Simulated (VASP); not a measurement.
Write the native input for VASP 6.6.1 that does the following.

```
Task                   : single point
Functional             : PBE
Potentials or basis    : VASP PAW PBE potentials, release 64 (Al, Si, N)
Cutoff                 : 600 eV
k mesh                 : 18 × 18 × 10
Occupations            : gaussian, width 0.1 eV
Spin                   : no spin polarisation
Dipole correction      : no
Further INCAR settings : ALGO = Normal; EDIFF = 1e-06; NBANDS = 13
```

The structure of AlSiN lies in POSCAR:

```
AlSiN
1.0
    2.6886224701      0.0000000000      0.0000000000
    0.0000000000      2.6886224701      0.0000000000
    0.0000000000      0.0000000000      5.4063588636
Al Si N
1 1 1
Direct
    0.0000000000      0.0000000000      0.0000000000
    0.5000000000      0.5000000000      0.5000000000
    0.5000000000      0.5000000000      0.0000000000
```

These files were run (other wordings do the same):

INCAR

```
PREC = Accurate
ENCUT = 600
EDIFF = 1E-6
ISMEAR = 0
SIGMA = 0.1
LREAL = F
LASPH = T
NELM = 120
ALGO = Normal
ISIF = 2
LWAVE = F
LCHARG = T
GGA = PE
LELF = T
LVHAR = T
NBANDS = 13
GGA_COMPAT = F
```

KPOINTS

```
Automatic mesh
0
Gamma
  18 18 10
```

Potentials or basis: VASP PAW PBE potentials, release 64 (Al, Si, N).

Command:

```sh
$ cat potpaw_PBE.64/Al/POTCAR potpaw_PBE.64/Si/POTCAR potpaw_PBE.64/N/POTCAR > POTCAR
$ mpirun -np 1 vasp_std > vasp.out
```

It gave:

```
Pressure               : -0.1 GPa
Band gap on the k mesh : zero (band 6 reaches 9.77 eV, above the bottom of band 7 at 6.69 eV)
```

Run time: 94 s on 1 thread of AMD EPYC 9R45 96-Core Processor (Zen 5) (shared host), peak memory 0.3 GiB.
